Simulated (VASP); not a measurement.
Cs2Be:

```xyz
3
Lattice="0.0000 4.4526 4.4526 4.4526 0.0000 4.4526 4.4526 4.4526 0.0000" Properties=species:S:1:pos:R:3 pbc="T T T"
Cs    2.2263    2.2263    2.2263
Cs    6.6788    6.6788    6.6788
Be    0.0000    0.0000    0.0000
```

```yaml
Program: VASP 6.6.1
Task: relaxation of cell and atoms
Functional: PBE
Potentials_or_basis: VASP PAW PBE potentials, release 64 (Cs_sv, Be)
Cutoff: 600 eV
k_mesh: 10 × 10 × 10
Occupations: gaussian, width 0.1 eV
Spin: no spin polarisation
```

At the start: pressure 0.3 GPa; volume 58.85 Å³/atom.

Q: How do energy, volume and symmetry change on relaxing?

A: Over 3 steps the energy falls by 3.4 meV/atom and the volume is 62.50 Å³/atom (+6.2 %); space group Fm-3m (No. 225, to 0.1 Å) before and after.

The path:
```tsv
step	energy change (eV)	largest force (eV/Å)	pressure (GPa)	volume (Å³)
1	0.0000	0.0000	0.31	176.55
2	-0.0049	0.0000	0.22	179.48
3	-0.0103	0.0000	0.01	187.51
```

Final structure:
```xyz
3
Lattice="0.0000 4.5429 4.5429 4.5429 0.0000 4.5429 4.5429 4.5429 0.0000" Properties=species:S:1:pos:R:3 pbc="T T T"
Cs    2.2714    2.2714    2.2714
Cs    6.8143    6.8143    6.8143
Be    0.0000    0.0000    0.0000
```
